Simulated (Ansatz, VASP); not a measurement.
**Mg in VASP and in Ansatz**

```
CELL_PARAMETERS angstrom
-1.79828 1.79828 1.67238
1.79828 -1.79828 1.67238
1.79828 1.79828 -1.67238
ATOMIC_POSITIONS crystal
Mg 0.00000 0.00000 0.00000
```

Alike in both runs: task single point; functional LDA; k mesh 16 × 16 × 16; occupations fermi-dirac, width 0.05 eV; no spin polarisation.

|  | VASP | Ansatz |
| --- | --- | --- |
| version | VASP 6.6.1 | Ansatz 0.2.0 |
| potentials or method | VASP PAW LDA potentials, release 64 (Mg), cutoff 600 eV | all-electron LAPW, scalar-relativistic |

VASP gave:

| Quantity | Value |
| --- | --- |
| pressure (GPa) | -0.3 |

**Question.** Which values does Ansatz return?

**Answer.** Pressure (GPa): 0.0.

LDA's correlation is that of Perdew and Zunger in VASP and of Perdew and Wang (1992) in Ansatz. Ansatz ran all-electron here, and VASP with PAW potentials. Ansatz's warnings: optics on partly filled bands.
